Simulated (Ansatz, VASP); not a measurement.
Two plane-wave programs on Sr2Ca

```
CELL_PARAMETERS angstrom
6.64117 0.00000 0.00000
-3.32058 5.75142 0.00000
0.00000 0.00000 3.93097
ATOMIC_POSITIONS crystal
Sr 0.33333 0.66667 0.50000
Sr 0.66667 0.33333 0.50000
Ca 0.00000 0.00000 0.00000
```

Alike in both runs: functional PBE; k mesh 6 × 6 × 6; occupations gaussian, width 0.1 eV; no spin polarisation.

Ansatz relaxed the structure, and its values are those at the end. VASP's run is a single point on that final structure, the one shown.

|  | VASP | Ansatz |
| --- | --- | --- |
| version | VASP 6.6.1 | Ansatz 0.2.0 |
| potentials or method | VASP PAW PBE potentials, release 64 (Sr_sv, Ca_sv), cutoff 520 eV | scalar-relativistic, plane waves, PAW |
| valence electrons in the cell | 30 | 30 |

|  | VASP | Ansatz | Ansatz less VASP |
| --- | --- | --- | --- |
| gap on the k mesh at the Fermi level (eV) | none | none | - |
| pressure (GPa) | 0.1 | 0.1 | -0.01 |

A gap of «none» marks a metal or a gap that the smearing closes.
